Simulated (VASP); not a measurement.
Write the native input for VASP 6.6.1 that does the following.

```
Task                   : single point
Functional             : PBEsol
Potentials or basis    : VASP PAW PBE potentials, release 64 (Pt)
Cutoff                 : 520 eV
k mesh                 : 26 × 26 × 26
Occupations            : gaussian, width 0.15 eV
Spin                   : no spin polarisation
Dipole correction      : no
Further INCAR settings : ALGO = Fast; EDIFF = 1e-06; NBANDS = 11
```

The structure of Pt lies in POSCAR:

```
Pt
1.0
    0.0000000000      2.0569818628      1.8610788282
    2.0569818628      0.0000000000      1.8610788282
    2.0569818628      2.0569818628      0.0000000000
Pt
1
Direct
    0.0000000000      0.0000000000      0.0000000000
```

This cell differs from its parent crystal: strain +0.050 along x and y, -0.050 along z.

One way to write it, as run:

INCAR

```
SYSTEM = Pt
PREC = Accurate
ENCUT = 520
EDIFF = 1E-6
ISMEAR = 0
SIGMA = 0.15
LREAL = .False.
LASPH = .True.
NELM = 80
ALGO = Fast
ISIF = 2
LWAVE = .False.
LCHARG = .False.
GGA = PS
NBANDS = 11
```

KPOINTS

```
regular mesh
0
Gamma
  26 26 26
  0 0 0
```

Potentials or basis: VASP PAW PBE potentials, release 64 (Pt).

Command:

```console
$ cat potpaw_PBE.64/Pt/POTCAR > POTCAR
$ mpirun -np 1 vasp_std > vasp.out
```

Results of the run:

```yaml
Pressure: -11.3 GPa
Band_gap_on_the_k_mesh: zero (band 5 reaches 11.06 eV, above the bottom of band 6 at 8.60 eV)
```

Caveat: the cell differs from its parent crystal (strain +0.050 along x and y, -0.050 along z); the PAW data sets were made with another functional, which shifts forces and pressure a little; spin-orbit coupling is left out, which moves the levels of the heavy elements.

It took 2.8 min on 1 thread of Intel(R) Xeon(R) Platinum 8259CL CPU @ 2.50GHz (Skylake/Cascade Lake), on a shared host, peak memory 0.34 GiB.
